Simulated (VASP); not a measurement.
# Mo (Im-3m) in VASP: a series of runs

Mo is run at these levels: PBE; tasks: single point.

Program: VASP 6.6.1. These are calculated values, not measurements. Logs are shortened: lines on timing, memory, paths and dates and some standing lists are left out, and cuts for length are marked.

## (1) The cell of the first run

The structure is cubic, space group Im-3m (No. 229). Conventional cell: a = 3.038 Å, b = 3.038 Å, c = 3.038 Å, α = 90.00°, β = 90.00°, γ = 90.00°. Within 3.5 Å of Mo (site symmetry m-3m) lie 14 Mo at 2.63 to 3.04 Å.

## (2) Single point, PBE

Contents of INCAR:

```
SYSTEM = Mo
ALGO     = Normal         ! electronic algorithm
EDIFF    = 1E-6           ! SCF threshold, eV
ENCUT    = 520            ! plane-wave cutoff, eV
GGA      = PE             ! functional
ISIF     = 2              ! what is computed and relaxed
ISMEAR   = 1              ! smearing method
LASPH    = .True.         ! aspherical terms in the spheres
LCHARG   = .True.         ! write CHGCAR
LELF     = .True.         ! ELF
LREAL    = .False.        ! projectors in reciprocal space
LVHAR    = .True.       
LWAVE    = .False.        ! write WAVECAR
NBANDS   = 13             ! bands
NELM     = 80             ! most SCF steps
PREC     = Accurate       ! precision mode
SIGMA    = 0.1            ! smearing width, eV
```

Contents of KPOINTS:

```
k-points
0
Gamma
  13 13 13
  0 0 0
```

Contents of POSCAR:

```
Mo
1.0
   -1.5191154801      1.5191154801      1.5191154801
    1.5191154801     -1.5191154801      1.5191154801
    1.5191154801      1.5191154801     -1.5191154801
Mo
1
Direct
    0.0000000000      0.0000000000      0.0000000000
```

Potentials or basis: VASP PAW PBE potentials, release 64 (Mo_sv).

Launch:

```console
cat potpaw_PBE.64/Mo_sv/POTCAR > POTCAR
mpirun -np 1 vasp_std > vasp.out
```

OUTCAR:

```text
SYSTEM = Mo
   EDIFF = 1E-6
   ENCUT = 520
   GGA = PE
   ISIF = 2
   ISMEAR = 1
   LASPH = .True.
   LREAL = .False.
   NELM = 80
   PREC = Accurate

 ion  position               nearest neighbor table
   1  0.000  0.000  0.000-

  LATTYP: Found a body centered cubic cell.
 ALAT       =     3.0382309602

  Lattice vectors:

 A1 = (  -1.5191154801,   1.5191154801,   1.5191154801)
 A2 = (   1.5191154801,  -1.5191154801,   1.5191154801)
 A3 = (   1.5191154801,   1.5191154801,  -1.5191154801)

Analysis of symmetry for initial positions (statically):
=====================================================================
 Subroutine PRICEL returns:
 Original cell was already a primitive cell.

 Routine SETGRP: Setting up the symmetry group for a
 body centered cubic supercell.

 Subroutine GETGRP returns: Found 48 space group operations
 (whereof 48 operations were pure point group operations)
 out of a pool of 48 trial point group operations.

The static configuration has the point symmetry O_h .

Analysis of symmetry for dynamics (positions and initial velocities):
=====================================================================
 Subroutine PRICEL returns:
 Original cell was already a primitive cell.

 Routine SETGRP: Setting up the symmetry group for a
 body centered cubic supercell.

 Subroutine GETGRP returns: Found 48 space group operations
 (whereof 48 operations were pure point group operations)
 out of a pool of 48 trial point group operations.

The dynamic configuration has the point symmetry O_h .

 Subroutine INISYM returns: Found 48 space group operations
 (whereof 48 operations are pure point group operations),
 and found     1 'primitive' translations

----------------------------------------------------------------------------------------

                                     Primitive cell

  volume of cell :      14.0227

  direct lattice vectors                    reciprocal lattice vectors
    -1.519115480  1.519115480  1.519115480     0.000000000  0.329138901  0.329138901
     1.519115480 -1.519115480  1.519115480     0.329138901  0.000000000  0.329138901
     1.519115480  1.519115480 -1.519115480     0.329138901  0.329138901  0.000000000

  length of vectors
     2.631185194  2.631185194  2.631185194     0.465472698  0.465472698  0.465472698

  position of ions in fractional coordinates (direct lattice)
     0.000000000  0.000000000  0.000000000

  ion indices of the primitive-cell ions
   primitive index   ion index
                 1           1

----------------------------------------------------------------------------------------

 KPOINTS: k-points

Automatic generation of k-mesh.
 Grid dimensions read from file:
 generate k-points for:   13   13   13

 Generating k-lattice:

  Cartesian coordinates                     Fractional coordinates (reciprocal lattice)
     0.000000000  0.025318377  0.025318377     0.076923077  0.000000000  0.000000000
     0.025318377  0.000000000  0.025318377     0.000000000  0.076923077  0.000000000
     0.025318377  0.025318377  0.000000000     0.000000000  0.000000000  0.076923077

  Length of vectors
     0.035805592  0.035805592  0.035805592

  Shift w.r.t. Gamma in fractional coordinates (k-lattice)
     0.000000000  0.000000000  0.000000000

 Subroutine IBZKPT returns following result:
 ===========================================

 Found     84 irreducible k-points:

 Following reciprocal coordinates:
            Coordinates               Weight
  0.000000  0.000000  0.000000      1.000000
  0.076923  0.000000  0.000000     12.000000
  0.153846  0.000000  0.000000     12.000000
  0.230769  0.000000  0.000000     12.000000
  0.307692  0.000000  0.000000     12.000000
  0.384615  0.000000  0.000000     12.000000
[... 16 lines left out ...]
  0.153846  0.076923  0.076923     24.000000
  0.230769  0.076923  0.076923     24.000000
 [... further k-points ...]
   k-points           NKPTS =     84   k-points in BZ     NKDIM =     84   number of bands    NBANDS=     13
   number of dos      NEDOS =    301   number of ions     NIONS =      1
   total plane-waves  NPLWV =   8000
   dimension x,y,z NGX =    20 NGY =   20 NGZ =   20
   dimension x,y,z NGXF=    40 NGYF=   40 NGZF=   40
   ions per type =               1
   NGX,Y,Z   is equivalent  to a cutoff of  12.64, 12.64, 12.64 a.u.
   NGXF,Y,Z  is equivalent  to a cutoff of  25.27, 25.27, 25.27 a.u.
 SYSTEM =  Mo
   PREC   = accura    normal or accurate (medium, high low for compatibility)
   ISTART =      0    job   : 0-new  1-cont  2-samecut
   ICHARG =      2    charge: 1-file 2-atom 10-const
   ISPIN  =      1    spin polarized calculation?
   LNONCOLLINEAR =      F non collinear calculations
   LSORBIT =      F    spin-orbit coupling
   LASPH  =      T    aspherical Exc in radial PAW
   ENCUT  =  520.0 eV  38.22 Ry    6.18 a.u.   4.89  4.89  4.89*2*pi/ulx,y,z
   NELM   =     80;   NELMIN=  2; NELMDL= -5     # of ELM steps
   EDIFF  = 0.1E-05   stopping-criterion for ELM
   LREAL  =      F    real-space projection
   EDIFFG = 0.1E-04   stopping-criterion for IOM
   NSW    =      0    number of steps for IOM
   IBRION =     -1    ionic relax: 0-MD 1-quasi-New 2-CG
   NFREE  =      0    steps in history (QN), initial steepest desc. (CG)
   ISIF   =      2    stress and relaxation
   ISYM   =      2    0-nonsym 1-usesym 2-fastsym
   POTIM  = 0.5000    time-step for ionic-motion
   TEBEG  =    0.0;   TEEND  =   0.0 temperature during run
   PSTRESS=    0.0 pullay stress
   NELECT =      14.0000    total number of electrons
   NUPDOWN=      -1.0000    fix difference up-down
   EMIN   =  10.00;   EMAX   =-10.00  energy-range for DOS
   EFERMI =   0.00;   METHOD = LEGACY
   ISMEAR =     1;   SIGMA  =   0.10  broadening in eV -4-tet -1-fermi 0-gaus
   EFERMI_NEDOS =   21; number of points for ismear=-14 and -15
   IALGO  =     38    algorithm
   IMIX   =      4    mixing-type and parameters
     AMIX     =   0.40;   BMIX     =  1.00
     AMIX_MAG =   1.60;   BMIX_MAG =  1.00
  volume/ion in A,a.u.               =      14.02        94.63
  Fermi-wavevector in a.u.,A,eV,Ry     =   1.636214  3.091996 36.425458  2.677196
  Thomas-Fermi vector in A             =   2.727558
   LORBIT       =      0    0 simple, 1 ext, 2 COOP (PROOUT), +10 PAW based schemes
   GGA     = PE    functional components
   LHFCALC =     F    Hartree Fock is set to
   AEXX    =    0.0000 exact exchange contribution
   IVDW    =     0    specifies the selected vdW correction
   LEPSILON=     F    determine dielectric tensor
   LRPA    =     F    only Hartree local field effects (RPA)
 non-spin polarized calculation
 Methfessel and Paxton  Order N= 1 SIGMA  =   0.10
  energy-cutoff  :      520.00
  volume of cell :       14.02
 maximum number of plane-waves:       387
   NGX =  9   NGY =  9   NGZ =  9

 number of electron      14.0000003 magnetization

 Free energy of the ion-electron system (eV)
  ---------------------------------------------------
  ext. energy  EPLUGINS =         0.00000000
  ---------------------------------------------------
  free energy    TOTEN  =       -10.73642575 eV

  energy without entropy =      -10.73504942  energy(sigma->0) =      -10.73596697

 E-fermi :  14.5662     XC(G=0): -14.0143

 val. band max:       14.5395988260   @ k =  -0.4615   0.4615   0.0769
 cond. band min:      14.5894206948   @ k =  -0.3846   0.3846   0.2308
 fundamental gap:      0.0498218689
 Fermi energy:        14.5661792390

 k-point     1 :       0.0000    0.0000    0.0000
  band No.  band energies     occupation
      1     -46.9070      2.00000
      2     -19.8721      2.00000
      3     -19.8721      2.00000
      4     -19.8721      2.00000
      5       6.8700      2.00000
      6      12.8271      2.00000
      7      12.8271      2.00000
      8      12.8271      2.00000
      9      16.2780     -0.00000
     10      16.2780     -0.00000
     11      29.3915      0.00000
     12      29.3915      0.00000
     13      29.3915      0.00000

 k-point     2 :       0.0769    0.0000    0.0000
  band No.  band energies     occupation
      1     -46.8844      2.00000
      2     -19.9940      2.00000
      3     -19.9089      2.00000
      4     -19.8734      2.00000
      5       7.1646      2.00000
      6      12.6534      2.00000
      7      12.7949      2.00000
      8      13.1111      2.00000
      9      16.0199     -0.00000
     10      16.2801     -0.00000
     11      29.6267      0.00000
     12      29.8924      0.00000
     13      30.0449      0.00000

 k-point     3 :       0.1538    0.0000    0.0000
  band No.  band energies     occupation
      1     -46.8213      2.00000
      2     -20.3246      2.00000
      3     -20.0096      2.00000
      4     -19.8769      2.00000
      5       7.9386      2.00000
      6      12.2054      2.00000
      7      12.6547      2.00000
      8      13.9402      2.00000
      9      15.6276     -0.00000
     10      16.3110     -0.00000
     11      30.0779      0.00000
     12      31.3148      0.00000
     13      31.4375      0.00000
[... 305 lines left out ...]
 k-point    23 :       0.1538    0.0769    0.0769
  band No.  band energies     occupation
      1     -46.7021      2.00000
      2     -20.9175      2.00000
      3     -20.1111      2.00000
      4     -19.9735      2.00000
      5       9.3056      2.00000
      6      11.4796      2.00000
      7      11.7818      2.00000
      8      15.8749     -0.00000
      9      16.3509     -0.00000
     10      16.4825     -0.00000
     11      30.6947      0.00000
     12      31.7835      0.00000
     13      32.2694      0.00000

 k-point    24 :       0.2308    0.0769    0.0769
  band No.  band energies     occupation
      1     -46.6138      2.00000
      2     -21.2739      2.00000
      3     -20.2998      2.00000
      4     -19.9886      2.00000
      5       9.5750      2.00000
      6      11.0081      2.00000
      7      12.4214      2.00000
      8      16.0630     -0.00000
      9      16.6673      0.00000
     10      18.3318      0.00000
     11      29.4082      0.00000
     12      30.6906      0.00000
     13      34.2893      0.00000

 [... further k-points ...]

------------------------ aborting loop because EDIFF is reached ----------------------------------------

  FORCE on cell =-STRESS in cart. coord.  units (eV):
  Direction    XX          YY          ZZ          XY          YZ          ZX
  --------------------------------------------------------------------------------------
  -------------------------------------------------------------------------------------
  Total        3.5044970      3.5044970      3.5044970      0.0000000      0.0000000      0.0000000
  in kB      400.4090731    400.4090731    400.4090731      0.0000000      0.0000000      0.0000000
  external PRESSURE =     400.4090731 kB  Pullay stress =       0.0000000 kB

 VOLUME and BASIS-vectors are now :
 -----------------------------------------------------------------------------
  energy-cutoff  :      520.00
  volume of cell :       14.02
      direct lattice vectors                 reciprocal lattice vectors
    -1.519115480  1.519115480  1.519115480     0.000000000  0.329138901  0.329138901
     1.519115480 -1.519115480  1.519115480     0.329138901  0.000000000  0.329138901
     1.519115480  1.519115480 -1.519115480     0.329138901  0.329138901  0.000000000

 POSITION                                       TOTAL-FORCE (eV/Angst)
 -----------------------------------------------------------------------------------
      0.00000      0.00000      0.00000        -0.000000     -0.000000      0.000000
 -----------------------------------------------------------------------------------
    total drift:                                0.000000     -0.000000      0.000000

  FREE ENERGIE OF THE ION-ELECTRON SYSTEM (eV)
  ---------------------------------------------------
  free  energy   TOTEN  =       -10.7364257532 eV

  energy  without entropy=      -10.7350494176  energy(sigma->0) =      -10.73596697
```

It took 16 s on 1 thread of Intel Xeon 8259CL, shared host; peak memory 0.13 GiB.

Results:

- Free energy: -10.7364 eV
- Pressure: 40.0 GPa
- Band gap on the k mesh: zero (band 7 reaches 18.60 eV, above the bottom of band 8 at 12.83 eV)

(Continued in part 2 of 2.)
